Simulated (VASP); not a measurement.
# LiF (P6_3mc) in VASP: notebook

The runs below take LiF through single point, with PBE.

Program: VASP 6.6.1. These are calculated values, not measurements. Logs are shortened: lines on timing, memory, paths and dates and some standing lists are left out, and cuts for length are marked.

## (1) The cell of the first run

Symmetry: P6_3mc, No. 186, hexagonal system. Conventional cell: a = 3.047 Å, b = 3.047 Å, c = 5.160 Å, α = 90.00°, β = 90.00°, γ = 120.00°. Li (site symmetry 3m) has 4 F at 1.85 to 2.00 Å within 2.5 Å. F (site symmetry 3m) has 4 Li at 1.85 to 2.00 Å within 2.5 Å.

## (2) Single point, PBE (10.37 Å³/atom, c/a of the conventional cell at fixed volume 1.6936)

INCAR

```
PREC = Accurate
ENCUT = 520
EDIFF = 1E-6
ISMEAR = 0
SIGMA = 0.05
LREAL = False
LASPH = True
NELM = 60
ALGO = Normal
ISIF = 2
LWAVE = False
LCHARG = False
GGA = PE
NBANDS = 18
```

KPOINTS

```
regular mesh
0
Gamma
  9 9 6
```

POSCAR

```
LiF
1.0
    3.0467389106      0.0000000000      0.0000000000
   -1.5233694553      2.6385532953      0.0000000000
    0.0000000000      0.0000000000      5.1599570191
Li F
2 2
Direct
    0.3333333333      0.6666666667      0.3810713234
    0.6666666667      0.3333333333      0.8810713234
    0.3333333333      0.6666666667      0.9939266766
    0.6666666667      0.3333333333      0.4939266766
```

Potentials or basis: VASP PAW PBE potentials, release 64 (Li_sv, F).

Launch:

```sh
> cat potpaw_PBE.64/Li_sv/POTCAR potpaw_PBE.64/F/POTCAR > POTCAR
> mpirun -np 1 vasp_std > vasp.out
```

OUTCAR:

```text
PREC = Accurate
   ENCUT = 520
   EDIFF = 1E-6
   ISMEAR = 0
   LREAL = False
   LASPH = True
   NELM = 60
   ISIF = 2
   GGA = PE

 ion  position               nearest neighbor table
   1  0.333  0.667  0.381-   4 1.85   4 1.85   4 1.85   3 2.00
   2  0.667  0.333  0.881-   3 1.85   3 1.85   3 1.85   4 2.00
   3  0.333  0.667  0.994-   2 1.85   2 1.85   2 1.85   1 2.00
   4  0.667  0.333  0.494-   1 1.85   1 1.85   1 1.85   2 2.00

  LATTYP: Found a hexagonal cell.
 ALAT       =     3.0467389106
 C/A-ratio  =     1.6936000000

  Lattice vectors:

 A1 = (   3.0467389106,   0.0000000000,   0.0000000000)
 A2 = (  -1.5233694553,   2.6385532953,   0.0000000000)
 A3 = (   0.0000000000,   0.0000000000,   5.1599570191)

Analysis of symmetry for initial positions (statically):
=====================================================================
 Subroutine PRICEL returns:
 Original cell was already a primitive cell.

 Routine SETGRP: Setting up the symmetry group for a
 hexagonal supercell.

 Subroutine GETGRP returns: Found 12 space group operations
 (whereof  6 operations were pure point group operations)
 out of a pool of 24 trial point group operations.

The static configuration has the point symmetry C_3v.
 The point group associated with its full space group is C_6v.

Analysis of symmetry for dynamics (positions and initial velocities):
=====================================================================
 Subroutine PRICEL returns:
 Original cell was already a primitive cell.

 Routine SETGRP: Setting up the symmetry group for a
 hexagonal supercell.

 Subroutine GETGRP returns: Found 12 space group operations
 (whereof  6 operations were pure point group operations)
 out of a pool of 24 trial point group operations.

The dynamic configuration has the point symmetry C_3v.
 The point group associated with its full space group is C_6v.

 Subroutine INISYM returns: Found 12 space group operations
 (whereof  6 operations are pure point group operations),
 and found     1 'primitive' translations

----------------------------------------------------------------------------------------

                                     Primitive cell

  volume of cell :      41.4808

  direct lattice vectors                    reciprocal lattice vectors
     3.046738911  0.000000000  0.000000000     0.328219788  0.189497783  0.000000000
    -1.523369455  2.638553295  0.000000000     0.000000000  0.378995566  0.000000000
     0.000000000  0.000000000  5.159957019     0.000000000  0.000000000  0.193800064

  length of vectors
     3.046738911  3.046738911  5.159957019     0.378995566  0.378995566  0.193800064

  position of ions in fractional coordinates (direct lattice)
     0.333333333  0.666666667  0.381071323
     0.666666667  0.333333333  0.881071323
     0.333333333  0.666666667  0.993926677
     0.666666667  0.333333333  0.493926677

  ion indices of the primitive-cell ions
   primitive index   ion index
                 1           1
                 2           2
                 3           3
                 4           4

----------------------------------------------------------------------------------------

 KPOINTS: regular mesh

Automatic generation of k-mesh.
 Grid dimensions read from file:
 generate k-points for:    9    9    6

 Generating k-lattice:

  Cartesian coordinates                     Fractional coordinates (reciprocal lattice)
     0.036468865  0.021055309  0.000000000     0.111111111  0.000000000  0.000000000
     0.000000000  0.042110618  0.000000000     0.000000000  0.111111111  0.000000000
     0.000000000  0.000000000  0.032300011     0.000000000  0.000000000  0.166666667

  Length of vectors
     0.042110618  0.042110618  0.032300011

  Shift w.r.t. Gamma in fractional coordinates (k-lattice)
     0.000000000  0.000000000  0.000000000

 Subroutine IBZKPT returns following result:
 ===========================================

 Found     48 irreducible k-points:

 Following reciprocal coordinates:
            Coordinates               Weight
  0.000000  0.000000  0.000000      1.000000
  0.111111  0.000000  0.000000      6.000000
  0.222222  0.000000  0.000000      6.000000
  0.333333  0.000000  0.000000      6.000000
  0.444444  0.000000  0.000000      6.000000
  0.111111  0.111111  0.000000      6.000000
[... 16 lines left out ...]
  0.333333  0.222222  0.166667     24.000000
  0.333333  0.333333  0.166667      4.000000
 [... further k-points ...]
   k-points           NKPTS =     48   k-points in BZ     NKDIM =     48   number of bands    NBANDS=     18
   number of dos      NEDOS =    301   number of ions     NIONS =      4
   total plane-waves  NPLWV =  23040
   dimension x,y,z NGX =    24 NGY =   24 NGZ =   40
   dimension x,y,z NGXF=    48 NGYF=   48 NGZF=   80
   ions per type =               2   2
   NGX,Y,Z   is equivalent  to a cutoff of  13.10, 13.10, 12.89 a.u.
   NGXF,Y,Z  is equivalent  to a cutoff of  26.19, 26.19, 25.77 a.u.
 SYSTEM =  unknown system
   PREC   = accura    normal or accurate (medium, high low for compatibility)
   ISTART =      0    job   : 0-new  1-cont  2-samecut
   ICHARG =      2    charge: 1-file 2-atom 10-const
   ISPIN  =      1    spin polarized calculation?
   LNONCOLLINEAR =      F non collinear calculations
   LSORBIT =      F    spin-orbit coupling
   LASPH  =      T    aspherical Exc in radial PAW
   ENCUT  =  520.0 eV  38.22 Ry    6.18 a.u.   5.66  5.66  9.59*2*pi/ulx,y,z
   NELM   =     60;   NELMIN=  2; NELMDL= -5     # of ELM steps
   EDIFF  = 0.1E-05   stopping-criterion for ELM
   LREAL  =      F    real-space projection
[... 7 lines left out ...]
   TEBEG  =    0.0;   TEEND  =   0.0 temperature during run
   PSTRESS=    0.0 pullay stress
   NELECT =      20.0000    total number of electrons
   NUPDOWN=      -1.0000    fix difference up-down
   EMIN   =  10.00;   EMAX   =-10.00  energy-range for DOS
   EFERMI =   0.00;   METHOD = LEGACY
   ISMEAR =     0;   SIGMA  =   0.05  broadening in eV -4-tet -1-fermi 0-gaus
   EFERMI_NEDOS =   21; number of points for ismear=-14 and -15
   IALGO  =     38    algorithm
   IMIX   =      4    mixing-type and parameters
     AMIX     =   0.40;   BMIX     =  1.00
     AMIX_MAG =   1.60;   BMIX_MAG =  1.00
  volume/ion in A,a.u.               =      10.37        69.98
  Fermi-wavevector in a.u.,A,eV,Ry     =   1.283716  2.425872 22.421420  1.647928
  Thomas-Fermi vector in A             =   2.415953
   LORBIT       =      0    0 simple, 1 ext, 2 COOP (PROOUT), +10 PAW based schemes
   GGA     = PE    functional components
   LHFCALC =     F    Hartree Fock is set to
   AEXX    =    0.0000 exact exchange contribution
   IVDW    =     0    specifies the selected vdW correction
   LEPSILON=     F    determine dielectric tensor
   LRPA    =     F    only Hartree local field effects (RPA)
 non-spin polarized calculation
 Gauss-broadening in eV      SIGMA  =   0.05
  energy-cutoff  :      520.00
  volume of cell :       41.48
 maximum number of plane-waves:      1131
 NGX is ok and might be reduce to    24
   NGX = 11   NGY = 11   NGZ = 19

 number of electron      19.9999985 magnetization

 Free energy of the ion-electron system (eV)
  ---------------------------------------------------
  ext. energy  EPLUGINS =         0.00000000
  ---------------------------------------------------
  free energy    TOTEN  =       -19.25873735 eV

  energy without entropy =      -19.25873735  energy(sigma->0) =      -19.25873735

 E-fermi :  -2.3726     XC(G=0):  -8.6373

 val. band max:       -2.7576632829   @ k =   0.0000   0.0000   0.0000
 cond. band min:       4.8949801957   @ k =   0.0000   0.0000   0.0000
 fundamental gap:      7.6526434785
 Fermi energy:        -2.3726249379

 k-point     1 :       0.0000    0.0000    0.0000
  band No.  band energies     occupation
      1     -43.2119      2.00000
      2     -43.1867      2.00000
      3     -22.0338      2.00000
      4     -21.8631      2.00000
      5      -4.6839      2.00000
      6      -2.9872      2.00000
[... 10 lines left out ...]
     17      17.0927      0.00000
     18      17.0928      0.00000

 k-point     2 :       0.1111    0.0000    0.0000
  band No.  band energies     occupation
      1     -43.2084      2.00000
      2     -43.1845      2.00000
      3     -22.0171      2.00000
      4     -21.8552      2.00000
      5      -4.6193      2.00000
      6      -3.1365      2.00000
[... 10 lines left out ...]
     17      17.1710      0.00000
     18      17.2315      0.00000

 k-point     3 :       0.2222    0.0000    0.0000
  band No.  band energies     occupation
      1     -43.1992      2.00000
      2     -43.1792      2.00000
      3     -21.9734      2.00000
      4     -21.8374      2.00000
      5      -4.4555      2.00000
      6      -3.5441      2.00000
[... 10 lines left out ...]
     17      17.1758      0.00000
     18      17.1940      0.00000

 k-point     4 :       0.3333    0.0000    0.0000
  band No.  band energies     occupation
      1     -43.1882      2.00000
      2     -43.1737      2.00000
      3     -21.9178      2.00000
      4     -21.8209      2.00000
      5      -4.3778      2.00000
      6      -3.8683      2.00000
[... 375 lines left out ...]
      4     -21.8207      2.00000
      5      -4.2445      2.00000
      6      -4.1413      2.00000
[... 10 lines left out ...]
     17      16.5130      0.00000
     18      18.0771      0.00000

 k-point    23 :       0.3333    0.2222    0.1667
  band No.  band energies     occupation
      1     -43.1756      2.00000
      2     -43.1707      2.00000
      3     -21.8504      2.00000
      4     -21.8188      2.00000
      5      -4.4754      2.00000
      6      -3.9921      2.00000
[... 10 lines left out ...]
     17      15.8733      0.00000
     18      17.9027      0.00000

 k-point    24 :       0.3333    0.3333    0.1667
  band No.  band energies     occupation
      1     -43.1717      2.00000
      2     -43.1717      2.00000
      3     -21.8278      2.00000
      4     -21.8278      2.00000
      5      -4.5130      2.00000
      6      -3.8359      2.00000
[... 10 lines left out ...]
     17      15.4516      0.00000
     18      18.1023      0.00000

 [... further k-points ...]

------------------------ aborting loop because EDIFF is reached ----------------------------------------

  FORCE on cell =-STRESS in cart. coord.  units (eV):
  Direction    XX          YY          ZZ          XY          YZ          ZX
  --------------------------------------------------------------------------------------
  -------------------------------------------------------------------------------------
  Total        0.6228697      0.6228697     -0.9668793      0.0000000      0.0000000      0.0000000
  in kB       24.0580584     24.0580584    -37.3452730      0.0000000      0.0000000      0.0000000
  external PRESSURE =       3.5902813 kB  Pullay stress =       0.0000000 kB

 VOLUME and BASIS-vectors are now :
 -----------------------------------------------------------------------------
  energy-cutoff  :      520.00
  volume of cell :       41.48
      direct lattice vectors                 reciprocal lattice vectors
     3.046738911  0.000000000  0.000000000     0.328219788  0.189497783  0.000000000
    -1.523369455  2.638553295  0.000000000     0.000000000  0.378995566  0.000000000
     0.000000000  0.000000000  5.159957019     0.000000000  0.000000000  0.193800064

 POSITION                                       TOTAL-FORCE (eV/Angst)
 -----------------------------------------------------------------------------------
     -0.00000      1.75904      1.96631        -0.000000      0.000000     -0.188786
      1.52337      0.87952      4.54629         0.000000      0.000000     -0.188786
     -0.00000      1.75904      5.12862        -0.000000     -0.000000      0.188786
      1.52337      0.87952      2.54864         0.000000      0.000000      0.188786
 -----------------------------------------------------------------------------------
    total drift:                                0.000001      0.000001     -0.000046

  FREE ENERGIE OF THE ION-ELECTRON SYSTEM (eV)
  ---------------------------------------------------
  free  energy   TOTEN  =       -19.2587373460 eV

  energy  without entropy=      -19.2587373460  energy(sigma->0) =      -19.25873735
```

Wall time 42 s (1 thread of Intel Xeon 8259CL, shared host); peak memory 0.16 GiB.

What came out:

| Property | Result |
| --- | --- |
| Free energy | -19.2587 eV |
| Largest force | 0.189 eV/Å |
| Band gap on the k mesh | 7.65 eV |

Forces in eV/Å, atoms in the order of the input:
```
Li   0.000  0.000 -0.189
Li   0.000  0.000 -0.189
F    0.000  0.000  0.189
F    0.000  0.000  0.189
```

Caveat: the cell differs from its parent crystal (c/a of the conventional cell at fixed volume 1.6936); the cutoff is under 1.25 times the usual one of these potentials, so pressure, stress and relaxed cells hold a basis-set (Pulay) error.

(Continued in part 2 of 2.)
